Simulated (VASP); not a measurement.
# HfB2 (P2/m) in VASP: notebook

Runs on HfB2. Level: PBE. Tasks: single point.

Everything below comes from runs of VASP 6.6.1. Logs are shortened: lines on timing, memory, paths and dates and some standing lists are left out, and cuts for length are marked.

## (1) The cell of the first run

Symmetry: P2/m, No. 10, monoclinic system. The conventional cell has a = 3.106 Å, b = 3.480 Å, c = 3.140 Å, α = 90.00°, β = 118.92°, γ = 90.00°. Within 3.3 Å of Hf (site symmetry 2/m) lie 12 B at 2.50 to 2.53 Å and 6 Hf at 3.11 to 3.17 Å. Within 2.4 Å of B (site symmetry m) lie 3 B at 1.79 to 1.83 Å.

## (2) Single point, PBE

INCAR reads:

```
ALGO     = Normal         # electronic algorithm
EDIFF    = 1E-6           # SCF threshold, eV
ENCUT    = 520            # plane-wave cutoff, eV
GGA      = PE             # functional
ISIF     = 2              # what is computed and relaxed
ISMEAR   = 0              # smearing method
LASPH    = True           # aspherical terms in the spheres
LCHARG   = False          # write CHGCAR
LREAL    = False          # projectors in reciprocal space
LWAVE    = False          # write WAVECAR
NBANDS   = 15             # bands
NELM     = 100            # most SCF steps
PREC     = Accurate       # precision mode
SIGMA    = 0.1            # smearing width, eV
```

KPOINTS reads:

```
k-points
0
Gamma
  13 13 10
```

POSCAR reads:

```
HfB2
1.0
    3.1400000000     -0.0392500000      0.0000000000
   -1.6039915000      2.7389450000      0.0000000000
    0.0000000000      0.0000000000      3.4800000000
Hf B
1 2
Direct
    0.0000000000      0.0000000000      0.0000000000
    0.3333333333      0.6666666667      0.5000000000
    0.6666666667      0.3333333333      0.5000000000
```

Potentials or basis: VASP PAW PBE potentials, release 64 (Hf_pv, B).

Run with:

```bash
$ cat potpaw_PBE.64/Hf_pv/POTCAR potpaw_PBE.64/B/POTCAR > POTCAR
$ mpirun -np 1 vasp_std > vasp.out
```

OUTCAR:

```text
EDIFF = 1E-6
   ENCUT = 520
   GGA = PE
   ISIF = 2
   ISMEAR = 0
   LASPH = True
   LREAL = False
   NELM = 100
   PREC = Accurate

 ion  position               nearest neighbor table
   1  0.000  0.000  0.000-   3 2.50   3 2.50   2 2.50   2 2.50   3 2.51   3 2.51   2 2.51   2 2.51
                             2 2.53   3 2.53   2 2.53   3 2.53
   2  0.333  0.667  0.500-   3 1.79   3 1.81   3 1.83   1 2.50   1 2.50   1 2.51   1 2.51   1 2.53
                             1 2.53
   3  0.667  0.333  0.500-   2 1.79   2 1.81   2 1.83   1 2.50   1 2.50   1 2.51   1 2.51   1 2.53
                             1 2.53

  LATTYP: Found a simple monoclinic cell.
 ALAT       =     3.1060707019
 B/A-ratio  =     1.1203866022
 C/A-ratio  =     1.0110025187
 COS(beta)  =    -0.4836158305

  Lattice vectors:

 A1 = (   1.5360085000,   2.6996950000,   0.0000000000)
 A2 = (   0.0000000000,   0.0000000000,  -3.4800000000)
 A3 = (  -3.1400000000,   0.0392500000,   0.0000000000)

Analysis of symmetry for initial positions (statically):
=====================================================================
 Subroutine PRICEL returns:
 Original cell was already a primitive cell.

 Routine SETGRP: Setting up the symmetry group for a
 simple monoclinic supercell.

 Subroutine GETGRP returns: Found  4 space group operations
 (whereof  4 operations were pure point group operations)
 out of a pool of  4 trial point group operations.

The static configuration has the point symmetry C_2h.

Analysis of symmetry for dynamics (positions and initial velocities):
=====================================================================
 Subroutine PRICEL returns:
 Original cell was already a primitive cell.

 Routine SETGRP: Setting up the symmetry group for a
 simple monoclinic supercell.

 Subroutine GETGRP returns: Found  4 space group operations
 (whereof  4 operations were pure point group operations)
 out of a pool of  4 trial point group operations.

The dynamic configuration has the point symmetry C_2h.

 Subroutine INISYM returns: Found  4 space group operations
 (whereof  4 operations are pure point group operations),
 and found     1 'primitive' translations

----------------------------------------------------------------------------------------

                                     Primitive cell

  volume of cell :      29.7099

  direct lattice vectors                    reciprocal lattice vectors
     3.140000000 -0.039250000  0.000000000     0.320819834  0.187879745  0.000000000
    -1.603991500  2.738945000  0.000000000     0.004597456  0.367796462  0.000000000
     0.000000000  0.000000000  3.480000000     0.000000000  0.000000000  0.287356322

  length of vectors
     3.140245303  3.174052370  3.480000000     0.371785105  0.367825195  0.287356322

  position of ions in fractional coordinates (direct lattice)
     0.000000000  0.000000000  0.000000000
     0.333333333  0.666666667  0.500000000
     0.666666667  0.333333333  0.500000000

  ion indices of the primitive-cell ions
   primitive index   ion index
                 1           1
                 2           2
                 3           3

----------------------------------------------------------------------------------------

 KPOINTS: k-points

Automatic generation of k-mesh.
 Grid dimensions read from file:
 generate k-points for:   13   13   10

 Generating k-lattice:

  Cartesian coordinates                     Fractional coordinates (reciprocal lattice)
     0.024678449  0.014452288  0.000000000     0.076923077 -0.000000000  0.000000000
     0.000353650  0.028292036  0.000000000     0.000000000  0.076923077  0.000000000
     0.000000000  0.000000000  0.028735632     0.000000000  0.000000000  0.100000000

  Length of vectors
     0.028598854  0.028294246  0.028735632

  Shift w.r.t. Gamma in fractional coordinates (k-lattice)
     0.000000000  0.000000000  0.000000000

 Subroutine IBZKPT returns following result:
 ===========================================

 Found    510 irreducible k-points:

 Following reciprocal coordinates:
            Coordinates               Weight
  0.000000  0.000000  0.000000      1.000000
  0.076923 -0.000000  0.000000      2.000000
  0.153846  0.000000  0.000000      2.000000
  0.230769 -0.000000  0.000000      2.000000
  0.307692  0.000000  0.000000      2.000000
  0.384615  0.000000  0.000000      2.000000
[... 16 lines left out ...]
  0.153846  0.153846  0.000000      2.000000
  0.230769  0.153846  0.000000      2.000000
 [... further k-points ...]
   k-points           NKPTS =    510   k-points in BZ     NKDIM =    510   number of bands    NBANDS=     15
   number of dos      NEDOS =    301   number of ions     NIONS =      3
   total plane-waves  NPLWV =  16128
   dimension x,y,z NGX =    24 NGY =   24 NGZ =   28
   dimension x,y,z NGXF=    48 NGYF=   48 NGZF=   56
   ions per type =               1   2
   NGX,Y,Z   is equivalent  to a cutoff of  12.71, 12.57, 13.38 a.u.
   NGXF,Y,Z  is equivalent  to a cutoff of  25.41, 25.14, 26.75 a.u.
 SYSTEM =  unknown system
   PREC   = accura    normal or accurate (medium, high low for compatibility)
   ISTART =      0    job   : 0-new  1-cont  2-samecut
   ICHARG =      2    charge: 1-file 2-atom 10-const
   ISPIN  =      1    spin polarized calculation?
   LNONCOLLINEAR =      F non collinear calculations
   LSORBIT =      F    spin-orbit coupling
   LASPH  =      T    aspherical Exc in radial PAW
   ENCUT  =  520.0 eV  38.22 Ry    6.18 a.u.   5.84  5.90  6.47*2*pi/ulx,y,z
   NELM   =    100;   NELMIN=  2; NELMDL= -5     # of ELM steps
   EDIFF  = 0.1E-05   stopping-criterion for ELM
   LREAL  =      F    real-space projection
   EDIFFG = 0.1E-04   stopping-criterion for IOM
   NSW    =      0    number of steps for IOM
   IBRION =     -1    ionic relax: 0-MD 1-quasi-New 2-CG
   NFREE  =      0    steps in history (QN), initial steepest desc. (CG)
   ISIF   =      2    stress and relaxation
   ISYM   =      2    0-nonsym 1-usesym 2-fastsym
   POTIM  = 0.5000    time-step for ionic-motion
   TEBEG  =    0.0;   TEEND  =   0.0 temperature during run
   PSTRESS=    0.0 pullay stress
   NELECT =      16.0000    total number of electrons
   NUPDOWN=      -1.0000    fix difference up-down
   EMIN   =  10.00;   EMAX   =-10.00  energy-range for DOS
   EFERMI =   0.00;   METHOD = LEGACY
   ISMEAR =     0;   SIGMA  =   0.10  broadening in eV -4-tet -1-fermi 0-gaus
   EFERMI_NEDOS =   21; number of points for ismear=-14 and -15
   IALGO  =     38    algorithm
   IMIX   =      4    mixing-type and parameters
     AMIX     =   0.40;   BMIX     =  1.00
     AMIX_MAG =   1.60;   BMIX_MAG =  1.00
  volume/ion in A,a.u.               =       9.90        66.83
  Fermi-wavevector in a.u.,A,eV,Ry     =   1.331929  2.516981 24.137206  1.774035
  Thomas-Fermi vector in A             =   2.460903
   LORBIT       =      0    0 simple, 1 ext, 2 COOP (PROOUT), +10 PAW based schemes
   GGA     = PE    functional components
   LHFCALC =     F    Hartree Fock is set to
   AEXX    =    0.0000 exact exchange contribution
   IVDW    =     0    specifies the selected vdW correction
   LEPSILON=     F    determine dielectric tensor
   LRPA    =     F    only Hartree local field effects (RPA)
 non-spin polarized calculation
 Gauss-broadening in eV      SIGMA  =   0.10
  energy-cutoff  :      520.00
  volume of cell :       29.71
 maximum number of plane-waves:       816
   NGX = 11   NGY = 11   NGZ = 13

 number of electron      15.9999999 magnetization

 Free energy of the ion-electron system (eV)
  ---------------------------------------------------
  ext. energy  EPLUGINS =         0.00000000
  ---------------------------------------------------
  free energy    TOTEN  =       -26.38607209 eV

  energy without entropy =      -26.38453791  energy(sigma->0) =      -26.38530500

 E-fermi :   7.8007     XC(G=0): -12.5971

 val. band max:        7.7940245851   @ k =   0.3846   0.2308   0.0000
 cond. band min:       7.8071085737   @ k =   0.3077   0.1538   0.0000
 fundamental gap:      0.0130839886
 Fermi energy:         7.8007016358

 k-point     1 :       0.0000    0.0000    0.0000
  band No.  band energies     occupation
      1     -22.9643      2.00000
      2     -22.4895      2.00000
      3     -22.4411      2.00000
      4      -6.0827      2.00000
      5       4.6017      2.00000
      6       4.6992      2.00000
      7       4.8908      2.00000
      8       4.9179      2.00000
      9      11.6250      0.00000
     10      11.7508      0.00000
     11      12.2021      0.00000
     12      12.3221      0.00000
     13      12.4580      0.00000
     14      12.6696      0.00000
     15      13.0168      0.00000

 k-point     2 :       0.0769   -0.0000    0.0000
  band No.  band energies     occupation
      1     -22.9564      2.00000
      2     -22.5069      2.00000
      3     -22.4833      2.00000
      4      -5.9518      2.00000
      5       4.4905      2.00000
      6       4.6733      2.00000
      7       4.7786      2.00000
      8       4.8094      2.00000
      9      11.3316      0.00000
     10      11.5423      0.00000
     11      11.5636      0.00000
     12      11.9339      0.00000
     13      13.2752      0.00000
     14      13.3693      0.00000
     15      13.6105      0.00000

 k-point     3 :       0.1538    0.0000    0.0000
  band No.  band energies     occupation
      1     -22.9344      2.00000
      2     -22.6254      2.00000
      3     -22.5275      2.00000
      4      -5.5717      2.00000
      5       3.6155      2.00000
      6       4.5024      2.00000
      7       4.6061      2.00000
      8       5.1330      2.00000
      9      10.2638      0.00000
     10      11.2370      0.00000
     11      11.2896      0.00000
     12      12.2028      0.00000
     13      13.4792      0.00000
     14      14.4861      0.00000
     15      14.6969      0.00000

 k-point     4 :       0.2308   -0.0000    0.0000
  band No.  band energies     occupation
      1     -22.9032      2.00000
      2     -22.8049      2.00000
      3     -22.5718      2.00000
      4      -4.9750      2.00000
      5       2.4879      2.00000
      6       4.1782      2.00000
      7       4.4927      2.00000
      8       5.4077      2.00000
      9       9.7265      0.00000
     10      10.9595      0.00000
     11      11.4098      0.00000
     12      11.7153      0.00000
     13      13.5106      0.00000
     14      14.9311      0.00000
     15      16.3591      0.00000
[... 307 lines left out ...]
 k-point    22 :       0.0769    0.1538    0.0000
  band No.  band energies     occupation
      1     -22.9156      2.00000
      2     -22.7448      2.00000
      3     -22.5441      2.00000
      4      -5.2127      2.00000
      5       2.8897      2.00000
      6       4.2924      2.00000
      7       4.4486      2.00000
      8       5.4573      2.00000
      9       9.8136      0.00000
     10      10.7920      0.00000
     11      11.2290      0.00000
     12      12.5093      0.00000
     13      13.9156      0.00000
     14      14.4008      0.00000
     15      15.3039      0.00000

 k-point    23 :       0.1538    0.1538    0.0000
  band No.  band energies     occupation
      1     -22.8876      2.00000
      2     -22.8830      2.00000
      3     -22.6037      2.00000
      4      -4.6289      2.00000
      5       2.1333      2.00000
      6       3.7490      2.00000
      7       4.0738      2.00000
      8       6.0717      2.00000
      9       9.2833      0.00000
     10       9.7158      0.00000
     11      11.7813      0.00000
     12      13.5297      0.00000
     13      14.2243      0.00000
     14      14.3163      0.00000
     15      16.0274      0.00000

 k-point    24 :       0.2308    0.1538    0.0000
  band No.  band energies     occupation
      1     -23.0179      2.00000
      2     -22.8582      2.00000
      3     -22.6723      2.00000
      4      -3.8644      2.00000
      5       1.2568      2.00000
      6       3.0105      2.00000
      7       3.9297      2.00000
      8       6.6139      2.00000
      9       8.6545      0.00000
     10       9.0797      0.00000
     11      13.0031      0.00000
     12      13.6214      0.00000
     13      14.3253      0.00000
     14      15.2983      0.00000
     15      17.0530      0.00000

 [... further k-points ...]

------------------------ aborting loop because EDIFF is reached ----------------------------------------

  FORCE on cell =-STRESS in cart. coord.  units (eV):
  Direction    XX          YY          ZZ          XY          YZ          ZX
  --------------------------------------------------------------------------------------
  -------------------------------------------------------------------------------------
  Total        0.1956870      0.2086650      0.2349857      1.2569009      0.0000000      0.0000000
  in kB       10.5528841     11.2527520     12.6721628     67.7813585      0.0000000      0.0000000
  external PRESSURE =      11.4925996 kB  Pullay stress =       0.0000000 kB

 VOLUME and BASIS-vectors are now :
 -----------------------------------------------------------------------------
  energy-cutoff  :      520.00
  volume of cell :       29.71
      direct lattice vectors                 reciprocal lattice vectors
     3.140000000 -0.039250000  0.000000000     0.320819834  0.187879745  0.000000000
    -1.603991500  2.738945000  0.000000000     0.004597456  0.367796462  0.000000000
     0.000000000  0.000000000  3.480000000     0.000000000  0.000000000  0.287356322

 POSITION                                       TOTAL-FORCE (eV/Angst)
 -----------------------------------------------------------------------------------
      0.00000      0.00000      0.00000         0.000000      0.000000      0.000000
     -0.02266      1.81288      1.74000        -0.030237      0.008550     -0.000000
      1.55867      0.88681      1.74000         0.030237     -0.008550      0.000000
 -----------------------------------------------------------------------------------
    total drift:                               -0.000000      0.000000      0.000000

  FREE ENERGIE OF THE ION-ELECTRON SYSTEM (eV)
  ---------------------------------------------------
  free  energy   TOTEN  =       -26.3860720900 eV

  energy  without entropy=      -26.3845379087  energy(sigma->0) =      -26.38530500
```

Wall time 56 s (1 thread of Intel Xeon 6975P-C (Granite Rapids), shared host); peak memory 0.33 GiB.

Results:

- Free energy: -26.3861 eV
- Pressure: 1.1 GPa
- Largest force: 0.031 eV/Å
- Band gap on the k mesh: zero (bands 8 and 9 overlap by 1.11 eV)

Forces on the atoms (eV/Å):
```
Hf   0.000  0.000  0.000
B   -0.030  0.009  0.000
B    0.030 -0.009  0.000
```

Levels at points of the mesh, in eV from the Fermi level:
| k point | band 6 | band 7 | band 8 | band 9 | band 10 | band 11 |
| --- | --- | --- | --- | --- | --- | --- |
| (0.00, 0.00, 0.00) | -3.10 | -2.91 | -2.88 | 3.82 | 3.95 | 4.40 |
| (0.00, 0.00, 0.50) | -1.39 | -1.26 | 0.09 | 0.28 | 0.65 | 1.10 |

Caveat: spin-orbit coupling is left out, which moves the levels of the heavy elements.

[end of part 1 of 2]
